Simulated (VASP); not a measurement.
# Al3Cu2 (P-3m1) in VASP: a series of runs

Runs on Al3Cu2. Level: PBEsol. Tasks: single point.

Program: VASP 6.6.1. These are calculated values, not measurements. Logs are shortened: lines on timing, memory, paths and dates and some standing lists are left out, and cuts for length are marked.

### Step 1. The cell of the first run

It takes space group P-3m1 (No. 164, trigonal). The conventional cell has a = 4.092 Å, b = 4.092 Å, c = 4.993 Å, α = 90.00°, β = 90.00°, γ = 120.00°. Within 3.3 Å of Al (site symmetry -3m) lie 6 Cu at 2.49 Å and 6 Al at 2.94 Å. Within 3.2 Å of Al (site symmetry 3m) lie 5 Cu at 2.44 to 2.55 Å and 6 Al at 2.80 to 2.94 Å. Cu (site symmetry 3m) has 8 Al at 2.44 to 2.55 Å and 3 Cu at 2.85 Å within 3.2 Å.

### Step 2. Single point, PBEsol

Input file INCAR:

```
SYSTEM = Al3Cu2
PREC = Accurate ; ENCUT = 520
EDIFF = 1E-6 ; ISMEAR = 0
SIGMA = 0.1 ; LREAL = .FALSE.
LASPH = .TRUE. ; NELM = 100
ALGO = Fast ; ISIF = 2
LWAVE = .FALSE. ; LCHARG = .FALSE.
GGA = PS ; NBANDS = 24
```

Input file KPOINTS:

```
Automatic mesh
0
G
  6 6 4
  0 0 0
```

Input file POSCAR:

```
Al3Cu2
1.0
    4.0919516368      0.0000000000      0.0000000000
   -2.0459758184      3.5437340685      0.0000000000
    0.0000000000      0.0000000000      4.9927787000
Al Cu
3 2
Direct
    0.0000000000      0.0000000000      0.0000000000
    0.3333333300      0.6666666700      0.3499253500
    0.6666666700      0.3333333300      0.6500746500
    0.3333333300      0.6666666700      0.8395121300
    0.6666666700      0.3333333300      0.1604878700
```

Potentials or basis: VASP PAW PBE potentials, release 64 (Al, Cu).

Started as:

```console
$ cat potpaw_PBE.64/Al/POTCAR potpaw_PBE.64/Cu/POTCAR > POTCAR
$ mpirun -np 1 vasp_std > vasp.out
```

OUTCAR:

```text
SYSTEM = Al3Cu2
   PREC = Accurate
   ENCUT = 520
   EDIFF = 1E-6
   ISMEAR = 0
   LREAL = .FALSE.
   LASPH = .TRUE.
   NELM = 100
   ISIF = 2
   GGA = PS

 ion  position               nearest neighbor table
   1  0.000  0.000  0.000-   4 2.49   5 2.49   4 2.49   5 2.49   5 2.49   4 2.49   2 2.94   3 2.94
                             2 2.94   3 2.94   2 2.94   3 2.94
   2  0.333  0.667  0.350-   4 2.44   5 2.54   5 2.54   5 2.54   4 2.55   3 2.80   3 2.80   3 2.80
                             1 2.94   1 2.94   1 2.94
   3  0.667  0.333  0.650-   5 2.44   4 2.54   4 2.54   4 2.54   5 2.55   2 2.80   2 2.80   2 2.80
                             1 2.94   1 2.94   1 2.94
   4  0.333  0.667  0.840-   2 2.44   1 2.49   1 2.49   1 2.49   3 2.54   3 2.54   3 2.54   2 2.55

   5  0.667  0.333  0.160-   3 2.44   1 2.49   1 2.49   1 2.49   2 2.54   2 2.54   2 2.54   3 2.55

  LATTYP: Found a hexagonal cell.
 ALAT       =     4.0919516368
 C/A-ratio  =     1.2201460680

  Lattice vectors:

 A1 = (   4.0919516368,   0.0000000000,   0.0000000000)
 A2 = (  -2.0459758184,   3.5437340685,   0.0000000000)
 A3 = (   0.0000000000,   0.0000000000,   4.9927787000)

Analysis of symmetry for initial positions (statically):
=====================================================================
 Subroutine PRICEL returns:
 Original cell was already a primitive cell.

 Routine SETGRP: Setting up the symmetry group for a
 hexagonal supercell.

 Subroutine GETGRP returns: Found 12 space group operations
 (whereof 12 operations were pure point group operations)
 out of a pool of 24 trial point group operations.

The static configuration has the point symmetry D_3d.

Analysis of symmetry for dynamics (positions and initial velocities):
=====================================================================
 Subroutine PRICEL returns:
 Original cell was already a primitive cell.

 Routine SETGRP: Setting up the symmetry group for a
 hexagonal supercell.

 Subroutine GETGRP returns: Found 12 space group operations
 (whereof 12 operations were pure point group operations)
 out of a pool of 24 trial point group operations.

The dynamic configuration has the point symmetry D_3d.

 Subroutine INISYM returns: Found 12 space group operations
 (whereof 12 operations are pure point group operations),
 and found     1 'primitive' translations

----------------------------------------------------------------------------------------

                                     Primitive cell

  volume of cell :      72.3992

  direct lattice vectors                    reciprocal lattice vectors
     4.091951637  0.000000000  0.000000000     0.244382165  0.141094109  0.000000000
    -2.045975818  3.543734069  0.000000000     0.000000000  0.282188217  0.000000000
     0.000000000  0.000000000  4.992778700     0.000000000  0.000000000  0.200289270

  length of vectors
     4.091951637  4.091951637  4.992778700     0.282188217  0.282188217  0.200289270

  position of ions in fractional coordinates (direct lattice)
     0.000000000  0.000000000  0.000000000
     0.333333330  0.666666670  0.349925350
     0.666666670  0.333333330  0.650074650
     0.333333330  0.666666670  0.839512130
     0.666666670  0.333333330  0.160487870

  ion indices of the primitive-cell ions
   primitive index   ion index
                 1           1
                 2           2
                 3           3
                 4           4
                 5           5

----------------------------------------------------------------------------------------

 KPOINTS: Automatic mesh

Automatic generation of k-mesh.
 Grid dimensions read from file:
 generate k-points for:    6    6    4

 Generating k-lattice:

  Cartesian coordinates                     Fractional coordinates (reciprocal lattice)
     0.040730361  0.023515685  0.000000000     0.166666667  0.000000000  0.000000000
     0.000000000  0.047031370  0.000000000     0.000000000  0.166666667  0.000000000
     0.000000000  0.000000000  0.050072317     0.000000000  0.000000000  0.250000000

  Length of vectors
     0.047031370  0.047031370  0.050072317

  Shift w.r.t. Gamma in fractional coordinates (k-lattice)
     0.000000000  0.000000000  0.000000000

 Subroutine IBZKPT returns following result:
 ===========================================

 Found     24 irreducible k-points:

 Following reciprocal coordinates:
            Coordinates               Weight
  0.000000  0.000000  0.000000      1.000000
  0.166667  0.000000  0.000000      6.000000
  0.333333  0.000000  0.000000      6.000000
  0.500000  0.000000  0.000000      3.000000
  0.166667  0.166667  0.000000      6.000000
  0.333333  0.166667  0.000000     12.000000
[... 16 lines left out ...]
  0.333333  0.166667  0.500000     12.000000
  0.333333  0.333333  0.500000      2.000000
   k-points           NKPTS =     24   k-points in BZ     NKDIM =     24   number of bands    NBANDS=     24
   number of dos      NEDOS =    301   number of ions     NIONS =      5
   total plane-waves  NPLWV =  36000
   dimension x,y,z NGX =    30 NGY =   30 NGZ =   40
   dimension x,y,z NGXF=    60 NGYF=   60 NGZF=   80
   ions per type =               3   2
   NGX,Y,Z   is equivalent  to a cutoff of  12.19, 12.19, 13.32 a.u.
   NGXF,Y,Z  is equivalent  to a cutoff of  24.38, 24.38, 26.64 a.u.
 SYSTEM =  Al3Cu2
   PREC   = accura    normal or accurate (medium, high low for compatibility)
   ISTART =      0    job   : 0-new  1-cont  2-samecut
   ICHARG =      2    charge: 1-file 2-atom 10-const
   ISPIN  =      1    spin polarized calculation?
   LNONCOLLINEAR =      F non collinear calculations
   LSORBIT =      F    spin-orbit coupling
   LASPH  =      T    aspherical Exc in radial PAW
   ENCUT  =  520.0 eV  38.22 Ry    6.18 a.u.   7.61  7.61  9.28*2*pi/ulx,y,z
   NELM   =    100;   NELMIN=  2; NELMDL= -5     # of ELM steps
   EDIFF  = 0.1E-05   stopping-criterion for ELM
   LREAL  =      F    real-space projection
   EDIFFG = 0.1E-04   stopping-criterion for IOM
   NSW    =      0    number of steps for IOM
   IBRION =     -1    ionic relax: 0-MD 1-quasi-New 2-CG
   NFREE  =      0    steps in history (QN), initial steepest desc. (CG)
   ISIF   =      2    stress and relaxation
   ISYM   =      2    0-nonsym 1-usesym 2-fastsym
   POTIM  = 0.5000    time-step for ionic-motion
   TEBEG  =    0.0;   TEEND  =   0.0 temperature during run
   PSTRESS=    0.0 pullay stress
   NELECT =      31.0000    total number of electrons
   NUPDOWN=      -1.0000    fix difference up-down
   EMIN   =  10.00;   EMAX   =-10.00  energy-range for DOS
   EFERMI =   0.00;   METHOD = LEGACY
   ISMEAR =     0;   SIGMA  =   0.10  broadening in eV -4-tet -1-fermi 0-gaus
   EFERMI_NEDOS =   21; number of points for ismear=-14 and -15
   IALGO  =     68    algorithm
   IMIX   =      4    mixing-type and parameters
     AMIX     =   0.40;   BMIX     =  1.00
     AMIX_MAG =   1.60;   BMIX_MAG =  1.00
  volume/ion in A,a.u.               =      14.48        97.71
  Fermi-wavevector in a.u.,A,eV,Ry     =   1.233912  2.331755 20.715388  1.522538
  Thomas-Fermi vector in A             =   2.368623
   LORBIT       =      0    0 simple, 1 ext, 2 COOP (PROOUT), +10 PAW based schemes
   GGA     = PS    functional components
   LHFCALC =     F    Hartree Fock is set to
   AEXX    =    0.0000 exact exchange contribution
   IVDW    =     0    specifies the selected vdW correction
   LEPSILON=     F    determine dielectric tensor
   LRPA    =     F    only Hartree local field effects (RPA)
 non-spin polarized calculation
 RMM-DIIS sequential band-by-band and
 Gauss-broadening in eV      SIGMA  =   0.10
  energy-cutoff  :      520.00
  volume of cell :       72.40
 maximum number of plane-waves:      2010
   NGX = 15   NGY = 15   NGZ = 19

 number of electron      30.9999996 magnetization

 Free energy of the ion-electron system (eV)
  ---------------------------------------------------
  ext. energy  EPLUGINS =         0.00000000
  ---------------------------------------------------
  free energy    TOTEN  =       -21.69560812 eV

  energy without entropy =      -21.68409170  energy(sigma->0) =      -21.68984991

 E-fermi :   8.2675     XC(G=0): -11.0713

 val. band max:        8.2491825619   @ k =   0.0000   0.3333   0.2500
 cond. band min:       8.2720070532   @ k =   0.1667   0.1667   0.2500
 fundamental gap:      0.0228244913
 Fermi energy:         8.2675392098

 k-point     1 :       0.0000    0.0000    0.0000
  band No.  band energies     occupation
      1      -2.9562      2.00000
      2       1.8629      2.00000
      3       2.4039      2.00000
      4       2.9492      2.00000
      5       2.9492      2.00000
      6       3.3044      2.00000
[... 16 lines left out ...]
     23      14.1557      0.00000
     24      14.1559      0.00000

 k-point     2 :       0.1667    0.0000    0.0000
  band No.  band energies     occupation
      1      -2.6265      2.00000
      2       2.0173      2.00000
      3       2.3598      2.00000
      4       3.0114      2.00000
      5       3.0472      2.00000
      6       3.2415      2.00000
[... 16 lines left out ...]
     23      13.5245      0.00000
     24      13.8764      0.00000

 k-point     3 :       0.3333    0.0000    0.0000
  band No.  band energies     occupation
      1      -1.6598      2.00000
      2       1.6834      2.00000
      3       2.2143      2.00000
      4       2.9356      2.00000
      5       3.2649      2.00000
      6       3.3017      2.00000
[... 16 lines left out ...]
     23      14.3268      0.00000
     24      15.1067      0.00000
[... 514 lines left out ...]
 k-point    23 :       0.3333    0.1667    0.5000
  band No.  band energies     occupation
      1       0.2862      2.00000
      2       1.0282      2.00000
      3       1.7737      2.00000
      4       2.3939      2.00000
      5       2.7929      2.00000
      6       3.2205      2.00000
[... 16 lines left out ...]
     23      15.1867      0.00000
     24      15.4506      0.00000

 k-point    24 :       0.3333    0.3333    0.5000
  band No.  band energies     occupation
      1       1.4992      2.00000
      2       1.6366      2.00000
      3       1.6366      2.00000
      4       2.0215      2.00000
      5       2.0215      2.00000
      6       2.8461      2.00000
[... 16 lines left out ...]
     23      15.0155      0.00000
     24      15.0317      0.00000

------------------------ aborting loop because EDIFF is reached ----------------------------------------

  FORCE on cell =-STRESS in cart. coord.  units (eV):
  Direction    XX          YY          ZZ          XY          YZ          ZX
  --------------------------------------------------------------------------------------
  -------------------------------------------------------------------------------------
  Total        0.1086993      0.1086993      0.7197758     -0.0000000      0.0000000      0.0000000
  in kB        2.4054901      2.4054901     15.9284636     -0.0000000      0.0000000      0.0000000
  external PRESSURE =       6.9131479 kB  Pullay stress =       0.0000000 kB

 VOLUME and BASIS-vectors are now :
 -----------------------------------------------------------------------------
  energy-cutoff  :      520.00
  volume of cell :       72.40
      direct lattice vectors                 reciprocal lattice vectors
     4.091951637  0.000000000  0.000000000     0.244382165  0.141094109  0.000000000
    -2.045975818  3.543734069  0.000000000     0.000000000  0.282188217  0.000000000
     0.000000000  0.000000000  4.992778700     0.000000000  0.000000000  0.200289270

 POSITION                                       TOTAL-FORCE (eV/Angst)
 -----------------------------------------------------------------------------------
      0.00000      0.00000      0.00000         0.000000      0.000000      0.000000
     -0.00000      2.36249      1.74710         0.000000     -0.000000     -0.011099
      2.04598      1.18124      3.24568         0.000000      0.000000      0.011099
     -0.00000      2.36249      4.19150         0.000000     -0.000000      0.073362
      2.04598      1.18124      0.80128        -0.000000      0.000000     -0.073362
 -----------------------------------------------------------------------------------
    total drift:                                0.000000     -0.000000      0.000000

  FREE ENERGIE OF THE ION-ELECTRON SYSTEM (eV)
  ---------------------------------------------------
  free  energy   TOTEN  =       -21.6956081163 eV

  energy  without entropy=      -21.6840917025  energy(sigma->0) =      -21.68984991
```

Wall time 34 s (1 thread of Intel Xeon 6975P-C (Granite Rapids), shared host); peak memory 0.19 GiB.

What came out:

```yaml
Free_energy: -21.6956 eV
Pressure: 0.7 GPa
Largest_force: 0.073 eV/Å
```

Forces on the atoms (eV/Å):
```
Al   0.000  0.000  0.000
Al   0.000  0.000 -0.011
Al   0.000  0.000  0.011
Cu   0.000  0.000  0.073
Cu   0.000  0.000 -0.073
```

Levels at points of the mesh, in eV from the Fermi level:
| k point | band 13 | band 14 | band 15 | band 16 | band 17 | band 18 |
| --- | --- | --- | --- | --- | --- | --- |
| (0.00, 0.00, 0.00) | -3.58 | -0.12 | -0.12 | 1.40 | 1.40 | 2.59 |
| (0.50, 0.00, 0.00) | -2.99 | -2.95 | -2.52 | -0.74 | -0.03 | 0.43 |
| (0.00, 0.00, 0.50) | 1.25 | 1.25 | 1.39 | 1.39 | 1.83 | 2.48 |
| (0.50, 0.00, 0.50) | -4.09 | -3.49 | -1.70 | -0.13 | 0.81 | 1.00 |

Caveat: the PAW data sets were made with another functional, which shifts forces and pressure a little.

(Part 1 of 2 ends here.)
